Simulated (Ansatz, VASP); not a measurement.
**RbBr in VASP and in Ansatz**

INCAR

```
PREC = Accurate
ENCUT = 520
EDIFF = 1E-8
ISMEAR = -1
SIGMA = 0.03
LREAL = False
LASPH = True
NELM = 80
ALGO = Normal
ISIF = 2
LWAVE = False
LCHARG = False
GGA = CA
LEFG = True
NBANDS = 15
```

File KPOINTS:

```
Automatic mesh
0
Gamma
  6 6 6
```

File POSCAR:

```
RbBr
1.0
    0.0000000000      3.3860011066      3.3860011066
    3.3860011066      0.0000000000      3.3860011066
    3.3860011066      3.3860011066      0.0000000000
Rb Br
1 1
Direct
    0.0000000000      0.0000000000      0.0000000000
    0.5000000000      0.5000000000      0.5000000000
```

Input for Ansatz:

```yaml
crystal:
  lattice:
    - [0.0, 3.3860011066, 3.3860011066]
    - [3.3860011066, 0.0, 3.3860011066]
    - [3.3860011066, 3.3860011066, 0.0]
  atoms:
    - { symbol: Rb, position: [0.0, 0.0, 0.0] }
    - { symbol: Br, position: [0.5, 0.5, 0.5] }
kpoints:
  mp_grid: { grid: [6, 6, 6] }
scf:
  occupations: { method: fermi_dirac, width: 0.03 }
hamiltonian:
  xc: lda
  pseudopotentials: { kind: paw }
output:
  forces: true
  stress: true
  eigenvalues: true
  efg: { contact_densities: true }
```

Change from the starting cell: volume scaled by 0.9405, PAW files.

Alike in both runs: task electric field gradients; functional LDA; k mesh 6 × 6 × 6; occupations fermi-dirac, width 0.03 eV; no spin polarisation.

```csv
,VASP,Ansatz
version,VASP 6.6.1,Ansatz 0.2.0
potentials or method,"VASP PAW LDA potentials, release 64 (Rb_sv, Br)","PAW with Ansatz's default frozen-core files, scalar-relativistic"
plane-wave cutoff (eV),520,420
valence electrons in the cell,16,16
```

```csv
,VASP,Ansatz,Ansatz less VASP
gap on the k mesh at the Fermi level (eV),4.05,4.04,-0.010
pressure (GPa),-0.7,-0.8,-0.05
```

LDA's correlation is that of Perdew and Zunger in VASP and of Perdew and Wang (1992) in Ansatz.
